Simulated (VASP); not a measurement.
Input of a VASP 6.6.1 run:

File INCAR:

```
SYSTEM = AlSi5
PREC = Accurate
ENCUT = 520
EDIFF = 1E-6
ISMEAR = 0
SIGMA = 0.1
LREAL = .False.
LASPH = .True.
NELM = 100
ALGO = Normal
ISIF = 2
LWAVE = .False.
LCHARG = .True.
GGA = PE
LELF = .True.
LVHAR = .True.
NBANDS = 20
```

Contents of KPOINTS:

```
regular mesh
0
Gamma
  6 6 4
  0 0 0
```

The input POSCAR:

```
AlSi5
1.0
    5.3089920300      0.0000000000      0.0000000000
   -2.6544960200      4.5977219700      0.0000000000
    0.0000000000      0.0000000000      4.0629504800
Al Si
1 5
Direct
    0.0000000000      0.0000000000      0.0000000000
    0.5000000000      0.5000000000      0.5000000000
    0.6666666700      0.3333333300      0.0000000000
    0.0000000000      0.5000000000      0.5000000000
    0.3333333300      0.6666666700      0.0000000000
    0.5000000000      0.0000000000      0.5000000000
```

Potentials or basis: VASP PAW PBE potentials, release 64 (Al, Si).

Command:

```bash
$ cat potpaw_PBE.64/Al/POTCAR potpaw_PBE.64/Si/POTCAR > POTCAR
$ mpirun -np 1 vasp_std > vasp.out
```

Estimate the pressure.

-0.9 GPa.

Stress tensor (GPa, compression positive):
```
-0.76  0.00  0.00
 0.00 -0.76  0.00
 0.00  0.00 -1.26
```

Caveat: the k points lie up to 0.39 Å⁻¹ apart.
